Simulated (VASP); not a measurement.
Write the native input for VASP 6.6.1 that does the following.

- Task: single point
- Functional: PBE
- Potentials or basis: VASP PAW PBE potentials, release 64 (Mg)
- Cutoff: 520 eV
- k mesh: 18 × 18 × 18
- Occupations: gaussian, width 0.15 eV
- Spin: no spin polarisation
- Dipole correction: no
- Further INCAR settings: ALGO = Normal; EDIFF = 1e-06; NBANDS = 7

The structure of Mg lies in POSCAR:

```
Mg
1.0
   -1.8355548414      1.8355548414      1.5685000000
    1.8355548414     -1.8355548414      1.5685000000
    1.8355548414      1.8355548414     -1.5685000000
Mg
1
Direct
    0.0000000000      0.0000000000      0.0000000000
```

The input as run:

INCAR

```
SYSTEM = Mg
PREC     = Accurate       ! precision mode
ENCUT    = 520            ! plane-wave cutoff, eV
EDIFF    = 1E-6           ! SCF threshold, eV
ISMEAR   = 0              ! smearing method
SIGMA    = 0.15           ! smearing width, eV
LREAL    = .False.        ! projectors in reciprocal space
LASPH    = .True.         ! aspherical terms in the spheres
NELM     = 100            ! most SCF steps
ALGO     = Normal         ! electronic algorithm
ISIF     = 2              ! what is computed and relaxed
LWAVE    = .False.        ! write WAVECAR
LCHARG   = .True.         ! write CHGCAR
GGA      = PE             ! functional
LELF     = .True.         ! ELF
LVHAR    = .True.       
NBANDS   = 7              ! bands
```

KPOINTS

```
Automatic mesh
0
Gamma
  18 18 18
  0 0 0
```

Potentials or basis: VASP PAW PBE potentials, release 64 (Mg).

Command:

```sh
$ cat potpaw_PBE.64/Mg/POTCAR > POTCAR
$ mpirun -np 1 vasp_std > vasp.out
```

It gave:

```yaml
Pressure: 3.7 GPa
Band_gap_on_the_k_mesh: zero (band 1 reaches 6.15 eV, above the bottom of band 2 at 1.45 eV)
```

Run time: 12 s on 1 thread of Intel(R) Xeon(R) 6975P-C (Granite Rapids), on a shared host, peak memory 0.19 GiB.
